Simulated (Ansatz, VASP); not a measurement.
Li2Se in VASP and in Ansatz

```xyz
3
Lattice="0.0000 3.0029 3.0029 3.0029 0.0000 3.0029 3.0029 3.0029 0.0000" Properties=species:S:1:pos:R:3 pbc="T T T"
Se    0.0000    0.0000    0.0000
Li    1.5015    1.5015    1.5015
Li    4.5044    4.5044    4.5044
```

Alike in both runs: functional PBE; k mesh 13 × 13 × 13; occupations fermi-dirac, width 0.05 eV; no spin polarisation.

Ansatz relaxed the structure, and its values are those at the end. VASP's run is a single point on that final structure, the one shown.

|  | VASP | Ansatz |
| --- | --- | --- |
| version | VASP 6.6.1 | Ansatz 0.2.0 |
| potentials or method | VASP PAW PBE potentials, release 64 (Se, Li_sv) | PAW with Ansatz's default frozen-core files, scalar-relativistic |
| plane-wave cutoff (eV) | 750 | 420 |
| valence electrons in the cell | 12 | 22 |

Ansatz gave:

| Quantity | Value |
| --- | --- |
| pressure (GPa) | 0.0 |

Task: What did VASP give for the same quantities?

Result: Pressure (GPa): -0.1.

The functional is the same, so the differences come from potentials, cutoffs and numerics. VASP's potentials hold 12 valence electrons a cell and Ansatz's 22, so a difference there can come from the potentials and not from the codes.
